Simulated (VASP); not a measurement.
**Al2O3: single point with PBEsol+D4**

**What was measured.**

“Multi-petahertz electron interference in Cr:Al2O3 solid-state material”, 2018, pmc:5906618 quotes, for a bulk crystal of Al2O3: band gap 8.7 eV (optical).

Crystal: Al2O3.

```xyz
10
Lattice="2.3784 1.3732 4.3211 -2.3784 1.3732 4.3211 0.0000 -2.7463 4.3211" Properties=species:S:1:pos:R:3 pbc="T T T"
Al    0.0000    0.0000   11.0456
Al    0.0000    0.0000    8.3993
Al    0.0000    0.0000    1.9177
Al    0.0000    0.0000    4.5640
O    -1.6507   -0.1127    5.4013
O     0.7277    1.4859    5.4013
O     0.9230   -1.3732    5.4013
O     1.6507    0.1127    7.5619
O    -0.7277   -1.4859    7.5619
O    -0.9230    1.3732    7.5619
```

| Property | Result |
| --- | --- |
| Program | VASP 6.6.1 |
| Task | single point |
| Functional | PBEsol |
| Dispersion | D4 |
| Potentials or basis | VASP PAW PBE potentials, release 64 (Al, O) |
| Cutoff | 520 eV |
| k mesh | 7 × 7 × 7 |
| Occupations | fermi-dirac, width 0.05 eV |
| Spin | no spin polarisation |
| Dipole correction | no |
| Further INCAR settings | ALGO = Normal; EDIFF = 1e-07; NBANDS = 35 |

```yaml
Pressure: 0.1 GPa
Largest_force: 0.005 eV/Å
Band_gap_on_the_k_mesh: 6.17 eV
Dispersion_energy_per_atom: -0.154 eV
```

Forces on the atoms (eV/Å):
```
Al   0.000  0.000 -0.003
Al   0.000  0.000  0.003
Al   0.000  0.000  0.003
Al   0.000  0.000 -0.003
O   -0.003 -0.004  0.000
O   -0.003  0.004  0.000
O    0.005  0.000  0.000
O    0.003  0.004  0.000
O    0.003 -0.004  0.000
O   -0.005  0.000  0.000
```

Stress tensor (GPa, compression positive):
```
 0.08  0.00  0.00
 0.00  0.08  0.00
 0.00  0.00 -0.01
```

Levels at points of the mesh, in eV from the valence-band top:
```csv
k point,band 20,band 21,band 22,band 23,band 24,band 25,band 26,band 27,band 28,band 29
"(0.00, 0.00, 0.00)",-0.51,-0.51,-0.05,-0.05,0.00,6.17,8.99,10.73,11.44,11.44
```

Wall time 3.4 min on 1 thread of Intel(R) Xeon(R) Platinum 8488C (Sapphire Rapids), on a shared host, peak memory 0.28 GiB.

Measured gap of Al2O3: 8.7 eV (optical; quoted in “Multi-petahertz electron interference in Cr:Al2O3 solid-state material”, 2018, pmc:5906618). This calculation gives 6.17 eV (-2.53 eV). The value is that of PBEsol+D4 on a finite k mesh, which can miss the band edges, without temperature or zero-point motion. Semilocal functionals fall short of measured gaps as a rule.

Caveat: the PAW data sets were made with another functional, which shifts forces and pressure a little.
